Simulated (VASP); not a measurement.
# KBr (Imm2) in VASP: further runs

The runs below take KBr through single point, with r2SCAN.

Everything below comes from runs of VASP 6.6.1. Logs are shortened: lines on timing, memory, paths and dates and some standing lists are left out, and cuts for length are marked.

### 1 The cell of the first run

It takes space group Imm2 (No. 44, orthorhombic). Conventional cell: a = 4.656 Å, b = 6.585 Å, c = 4.656 Å, α = 90.00°, β = 90.00°, γ = 90.00°. Within 3.9 Å of K (site symmetry mm2) lie 6 Br at 2.96 to 3.66 Å. Within 3.9 Å of Br (site symmetry mm2) lie 6 K at 2.96 to 3.66 Å.

### 2 Single point, r2SCAN

POSCAR

```
KBr
1.0
    0.0000000000      3.2925000000      3.2925000000
    3.2925000000      0.0000000000      3.2925000000
    3.2925000000      3.2925000000      0.0000000000
K Br
1 1
Direct
    0.0000000000      0.0000000000      0.0000000000
    0.6073814398      0.5000000000      0.5000000000
```

INCAR.step1

```
ALGO = Normal
EDIFF = 1E-4
ENCUT = 520
GGA = PE
ISMEAR = 0
LASPH = True
LCHARG = False
LREAL = False
LWAVE = True
NBANDS = 15
NELM = 80
PREC = Accurate
SIGMA = 0.05
```

INCAR.step2

```
ALGO = Normal
EDIFF = 1E-7
ENCUT = 520
ISIF = 2
ISMEAR = 0
ISTART = 1
LASPH = True
LCHARG = False
LMIXTAU = True
LREAL = False
LWAVE = False
METAGGA = R2SCAN
NBANDS = 15
NELM = 80
PREC = Accurate
SIGMA = 0.05
```

KPOINTS

```
k-points
0
Gamma
  6 6 6
```

Potentials or basis: VASP PAW PBE potentials, release 64 (K_sv, Br).

Run with:

```sh
cat potpaw_PBE.64/K_sv/POTCAR potpaw_PBE.64/Br/POTCAR > POTCAR
cp INCAR.step1 INCAR
mpirun -np 1 vasp_std > vasp.out
cp INCAR.step2 INCAR
mpirun -np 1 vasp_std > vasp.out
```

OUTCAR:

```text
EDIFF = 1E-7
   ENCUT = 520
   ISIF = 2
   ISMEAR = 0
   ISTART = 1
   LASPH = True
   LREAL = False
   METAGGA = R2SCAN
   NELM = 80
   PREC = Accurate

 ion  position               nearest neighbor table
   1  0.000  0.000  0.000-   2 2.96   2 2.96
   2  0.607  0.500  0.500-   1 2.96   1 2.96

  LATTYP: Found a face centered cubic cell.
 ALAT       =     6.5850000000

  Lattice vectors:

 A1 = (   0.0000000000,   3.2925000000,   3.2925000000)
 A2 = (   3.2925000000,   0.0000000000,   3.2925000000)
 A3 = (   3.2925000000,   3.2925000000,   0.0000000000)

Analysis of symmetry for initial positions (statically):
=====================================================================
 Subroutine PRICEL returns:
 Original cell was already a primitive cell.

 Routine SETGRP: Setting up the symmetry group for a
 face centered cubic supercell.

 Subroutine GETGRP returns: Found  4 space group operations
 (whereof  4 operations were pure point group operations)
 out of a pool of 48 trial point group operations.

The static configuration has the point symmetry C_2v.

Analysis of symmetry for dynamics (positions and initial velocities):
=====================================================================
 Subroutine PRICEL returns:
 Original cell was already a primitive cell.

 Routine SETGRP: Setting up the symmetry group for a
 face centered cubic supercell.

 Subroutine GETGRP returns: Found  4 space group operations
 (whereof  4 operations were pure point group operations)
 out of a pool of 48 trial point group operations.

The dynamic configuration has the point symmetry C_2v.

 Subroutine INISYM returns: Found  4 space group operations
 (whereof  4 operations are pure point group operations),
 and found     1 'primitive' translations

----------------------------------------------------------------------------------------

                                     Primitive cell

  volume of cell :      71.3851

  direct lattice vectors                    reciprocal lattice vectors
     0.000000000  3.292500000  3.292500000    -0.151860289  0.151860289  0.151860289
     3.292500000  0.000000000  3.292500000     0.151860289 -0.151860289  0.151860289
     3.292500000  3.292500000  0.000000000     0.151860289  0.151860289 -0.151860289

  length of vectors
     4.656298154  4.656298154  4.656298154     0.263029735  0.263029735  0.263029735

  position of ions in fractional coordinates (direct lattice)
     0.000000000  0.000000000  0.000000000
     0.607381440  0.500000000  0.500000000

  ion indices of the primitive-cell ions
   primitive index   ion index
                 1           1
                 2           2

----------------------------------------------------------------------------------------

 KPOINTS: k-points

Automatic generation of k-mesh.
 Grid dimensions read from file:
 generate k-points for:    6    6    6

 Generating k-lattice:

  Cartesian coordinates                     Fractional coordinates (reciprocal lattice)
    -0.025310048  0.025310048  0.025310048     0.166666667  0.000000000  0.000000000
     0.025310048 -0.025310048  0.025310048     0.000000000  0.166666667  0.000000000
     0.025310048  0.025310048 -0.025310048     0.000000000  0.000000000  0.166666667

  Length of vectors
     0.043838289  0.043838289  0.043838289

  Shift w.r.t. Gamma in fractional coordinates (k-lattice)
     0.000000000  0.000000000  0.000000000

 Subroutine IBZKPT returns following result:
 ===========================================

 Found     46 irreducible k-points:

 Following reciprocal coordinates:
            Coordinates               Weight
  0.000000  0.000000  0.000000      1.000000
  0.166667  0.000000  0.000000      4.000000
  0.000000  0.166667  0.000000      4.000000
  0.333333  0.000000  0.000000      4.000000
  0.000000  0.333333  0.000000      4.000000
  0.500000  0.000000  0.000000      2.000000
[... 16 lines left out ...]
  0.000000 -0.166667  0.166667      2.000000
 -0.333333 -0.166667 -0.166667      2.000000
 [... further k-points ...]
   k-points           NKPTS =     46   k-points in BZ     NKDIM =     46   number of bands    NBANDS=     15
   number of dos      NEDOS =    301   number of ions     NIONS =      2
   total plane-waves  NPLWV =  46656
   dimension x,y,z NGX =    36 NGY =   36 NGZ =   36
   dimension x,y,z NGXF=    72 NGYF=   72 NGZF=   72
   ions per type =               1   1
   NGX,Y,Z   is equivalent  to a cutoff of  12.85, 12.85, 12.85 a.u.
   NGXF,Y,Z  is equivalent  to a cutoff of  25.71, 25.71, 25.71 a.u.
 SYSTEM =  unknown system
   PREC   = accura    normal or accurate (medium, high low for compatibility)
   ISTART =      1    job   : 0-new  1-cont  2-samecut
   ICHARG =      0    charge: 1-file 2-atom 10-const
   ISPIN  =      1    spin polarized calculation?
   LNONCOLLINEAR =      F non collinear calculations
   LSORBIT =      F    spin-orbit coupling
   LASPH  =      T    aspherical Exc in radial PAW
   ENCUT  =  520.0 eV  38.22 Ry    6.18 a.u.   8.66  8.66  8.66*2*pi/ulx,y,z
   NELM   =     80;   NELMIN=  2; NELMDL=  0     # of ELM steps
   EDIFF  = 0.1E-06   stopping-criterion for ELM
   LREAL  =      F    real-space projection
   EDIFFG = 0.1E-05   stopping-criterion for IOM
   NSW    =      0    number of steps for IOM
   IBRION =     -1    ionic relax: 0-MD 1-quasi-New 2-CG
   NFREE  =      0    steps in history (QN), initial steepest desc. (CG)
   ISIF   =      2    stress and relaxation
   ISYM   =      2    0-nonsym 1-usesym 2-fastsym
   POTIM  = 0.5000    time-step for ionic-motion
   TEBEG  =    0.0;   TEEND  =   0.0 temperature during run
   PSTRESS=    0.0 pullay stress
   NELECT =      16.0000    total number of electrons
   NUPDOWN=      -1.0000    fix difference up-down
   EMIN   =  10.00;   EMAX   =-10.00  energy-range for DOS
   EFERMI =   0.00;   METHOD = LEGACY
   ISMEAR =     0;   SIGMA  =   0.05  broadening in eV -4-tet -1-fermi 0-gaus
   EFERMI_NEDOS =   21; number of points for ismear=-14 and -15
   IALGO  =     38    algorithm
   IMIX   =      4    mixing-type and parameters
     AMIX     =   0.40;   BMIX     =  1.00
     AMIX_MAG =   1.60;   BMIX_MAG =  1.00
  volume/ion in A,a.u.               =      35.69       240.87
  Fermi-wavevector in a.u.,A,eV,Ry     =   0.994441  1.879221 13.454978  0.988913
  Thomas-Fermi vector in A             =   2.126392
   LORBIT       =      0    0 simple, 1 ext, 2 COOP (PROOUT), +10 PAW based schemes
   METAGGA = R2SCAN    functional components
   LHFCALC =     F    Hartree Fock is set to
   AEXX    =    0.0000 exact exchange contribution
   IVDW    =     0    specifies the selected vdW correction
   LEPSILON=     F    determine dielectric tensor
   LRPA    =     F    only Hartree local field effects (RPA)
 non-spin polarized calculation
 Gauss-broadening in eV      SIGMA  =   0.05
  energy-cutoff  :      520.00
  volume of cell :       71.39
 maximum number of plane-waves:      1948
 NGX is ok and might be reduce to    36
   NGX = 17   NGY = 17   NGZ = 17

 number of electron      15.9999999 magnetization

 Free energy of the ion-electron system (eV)
  ---------------------------------------------------
  ext. energy  EPLUGINS =         0.00000000
  ---------------------------------------------------
  free energy    TOTEN  =       -23.06154882 eV

  energy without entropy =      -23.06154882  energy(sigma->0) =      -23.06154882

 E-fermi :  -1.9855     XC(G=0):  -7.7434

 val. band max:       -2.1890940763   @ k =   0.0000   0.0000   0.0000
 cond. band min:       2.9568363921   @ k =   0.0000   0.0000   0.0000
 fundamental gap:      5.1459304684
 Fermi energy:        -1.9855323113

 k-point     1 :       0.0000    0.0000    0.0000
  band No.  band energies     occupation
      1     -30.9301      2.00000
      2     -14.9459      2.00000
      3     -13.6634      2.00000
      4     -13.6396      2.00000
      5     -13.5916      2.00000
      6      -2.2026      2.00000
      7      -2.1986      2.00000
      8      -2.1891      2.00000
      9       2.9568      0.00000
     10       6.0673      0.00000
     11       6.3660      0.00000
     12       6.5380      0.00000
     13       7.2876      0.00000
     14       7.4962      0.00000
     15       9.5241      0.00000

 k-point     2 :       0.1667    0.0000    0.0000
  band No.  band energies     occupation
      1     -30.9287      2.00000
      2     -14.9834      2.00000
      3     -13.6651      2.00000
      4     -13.6479      2.00000
      5     -13.5310      2.00000
      6      -2.5315      2.00000
      7      -2.2778      2.00000
      8      -2.2581      2.00000
      9       3.5995      0.00000
     10       6.1401      0.00000
     11       6.3703      0.00000
     12       6.6397      0.00000
     13       7.8085      0.00000
     14       7.8677      0.00000
     15      10.4611      0.00000

 k-point     3 :       0.0000    0.1667    0.0000
  band No.  band energies     occupation
      1     -30.9285      2.00000
      2     -15.0047      2.00000
      3     -13.6717      2.00000
      4     -13.6462      2.00000
      5     -13.5040      2.00000
      6      -2.5381      2.00000
      7      -2.2633      2.00000
      8      -2.2223      2.00000
      9       3.5942      0.00000
     10       5.7860      0.00000
     11       6.4395      0.00000
     12       6.6464      0.00000
     13       7.8342      0.00000
     14       8.1511      0.00000
     15      10.4867      0.00000
[... 343 lines left out ...]
 k-point    23 :       0.0000   -0.1667    0.1667
  band No.  band energies     occupation
      1     -30.9261      2.00000
      2     -15.0748      2.00000
      3     -13.6709      2.00000
      4     -13.6589      2.00000
      5     -13.4090      2.00000
      6      -2.8063      2.00000
      7      -2.3897      2.00000
      8      -2.2834      2.00000
      9       4.3323      0.00000
     10       5.6856      0.00000
     11       6.6397      0.00000
     12       7.1466      0.00000
     13       7.8467      0.00000
     14       9.2764      0.00000
     15      10.4909      0.00000

 k-point    24 :      -0.3333   -0.1667   -0.1667
  band No.  band energies     occupation
      1     -30.9268      2.00000
      2     -15.0156      2.00000
      3     -13.6639      2.00000
      4     -13.6597      2.00000
      5     -13.4766      2.00000
      6      -2.8386      2.00000
      7      -2.3836      2.00000
      8      -2.3785      2.00000
      9       4.4053      0.00000
     10       5.9415      0.00000
     11       6.7091      0.00000
     12       7.4706      0.00000
     13       8.0488      0.00000
     14       8.5630      0.00000
     15      10.4483      0.00000

 [... further k-points ...]

------------------------ aborting loop because EDIFF is reached ----------------------------------------

  FORCE on cell =-STRESS in cart. coord.  units (eV):
  Direction    XX          YY          ZZ          XY          YZ          ZX
  --------------------------------------------------------------------------------------
  -------------------------------------------------------------------------------------
  Total       -0.0848968      1.1910694      1.1910694      0.0000000     -0.4052157      0.0000000
  in kB       -1.9054363     26.7325449     26.7325449      0.0000000     -9.0947233      0.0000000
  external PRESSURE =      17.1865512 kB  Pullay stress =       0.0000000 kB

 VOLUME and BASIS-vectors are now :
 -----------------------------------------------------------------------------
  energy-cutoff  :      520.00
  volume of cell :       71.39
      direct lattice vectors                 reciprocal lattice vectors
     0.000000000  3.292500000  3.292500000    -0.151860289  0.151860289  0.151860289
     3.292500000  0.000000000  3.292500000     0.151860289 -0.151860289  0.151860289
     3.292500000  3.292500000  0.000000000     0.151860289  0.151860289 -0.151860289

 POSITION                                       TOTAL-FORCE (eV/Angst)
 -----------------------------------------------------------------------------------
      0.00000      0.00000      0.00000         0.000000      0.564827      0.564827
      3.29250      3.64605      3.64605         0.000000     -0.564827     -0.564827
 -----------------------------------------------------------------------------------
    total drift:                                0.000000      0.000142      0.000142

  FREE ENERGIE OF THE ION-ELECTRON SYSTEM (eV)
  ---------------------------------------------------
  free  energy   TOTEN  =       -23.0615488202 eV

  energy  without entropy=      -23.0615488202  energy(sigma->0) =      -23.06154882
```

Run time: 2.2 min. Hardware: 1 thread of Intel Xeon 6975P-C (Granite Rapids), shared host; peak memory 0.24 GiB.

What came out:

- Free energy: -23.0615 eV
- Pressure: 1.7 GPa
- Largest force: 0.799 eV/Å
- Band gap on the k mesh: 5.15 eV

Forces on the atoms (eV/Å):
```
K    0.000  0.565  0.565
Br   0.000 -0.565 -0.565
```

Stress tensor (GPa, compression positive):
```
-0.19  0.00  0.00
 0.00  2.67 -0.91
 0.00 -0.91  2.67
```

Caveat: the cell differs from its parent crystal (all Br atoms moved -0.500 Å, as atom 2 towards its neighbour atom 2 (Br) at 4.656 Å); the PAW data sets were made with another functional, which shifts forces and pressure a little.

### 3 Single point, r2SCAN

POSCAR, as its differences from that of step 2:

```diff
@@ -9,2 +9,2 @@
     0.0000000000      0.0000000000      0.0000000000
-    0.6073814398      0.5000000000      0.5000000000
+    0.4194639201      0.5000000000      0.5000000000
```

INCAR.step1

```
  ALGO = Normal
  EDIFF = 1E-4
  ENCUT = 520
  GGA = PE
  ISMEAR = 0
  LASPH = True
  LCHARG = False
  LREAL = False
  LWAVE = True
  NBANDS = 15
  NELM = 100
  PREC = Accurate
  SIGMA = 0.05
```

INCAR.step2

```
  ALGO = Normal
  EDIFF = 1E-6
  ENCUT = 520
  ISIF = 2
  ISMEAR = 0
  ISTART = 1
  LASPH = True
  LCHARG = True
  LELF = True
  LMIXTAU = True
  LREAL = False
  LVHAR = True
  LWAVE = False
  METAGGA = R2SCAN
  NBANDS = 15
  NELM = 100
  PREC = Accurate
  SIGMA = 0.05
```

KPOINTS is that of step 2.

Potentials or basis: VASP PAW PBE potentials, release 64 (K_sv, Br).

Run with:

```sh
cat potpaw_PBE.64/K_sv/POTCAR potpaw_PBE.64/Br/POTCAR > POTCAR
cp INCAR.step1 INCAR
mpirun -np 1 vasp_std > vasp.out
cp INCAR.step2 INCAR
mpirun -np 1 vasp_std > vasp.out
```

It took 2.1 min on 1 thread of Intel Xeon 6975P-C (Granite Rapids), shared host; peak memory 0.24 GiB.

The run converged. Its results:

```
Free energy            : -23.1465 eV
Pressure               : 1.0 GPa
Largest force          : 0.565 eV/Å
Band gap on the k mesh : 5.13 eV
```

Forces on the atoms (eV/Å):
```
K    0.000 -0.400 -0.400
Br   0.000  0.400  0.400
```

Stress tensor (GPa, compression positive):
```
-0.04  0.00  0.00
 0.00  1.58 -0.46
 0.00 -0.46  1.58
```

Levels at points of the mesh, in eV from the valence-band top:
```
           k point  band 5  band 6  band 7  band 8  band 9  band 10  band 11  band 12
(0.00, 0.00, 0.00)  -11.48   -0.01   -0.01    0.00    5.13     8.25     8.41     8.52
(0.50, 0.00, 0.00)  -11.25   -1.14   -0.32   -0.30    7.17     8.96    10.17    10.60
(0.00, 0.50, 0.00)  -11.20   -1.13   -0.29   -0.24    7.09     8.71    10.17    10.25
(0.50, 0.50, 0.00)  -11.46   -0.77   -0.29   -0.25    6.48     8.04     9.54    10.32
(0.00, 0.50, 0.50)  -11.47   -0.80   -0.30   -0.27    6.57     7.98    10.23    10.30
```

Caveat: the cell differs from its parent crystal (all Br atoms moved +0.375 Å, as atom 2 towards its neighbour atom 2 (Br) at 4.656 Å); the PAW data sets were made with another functional, which shifts forces and pressure a little.
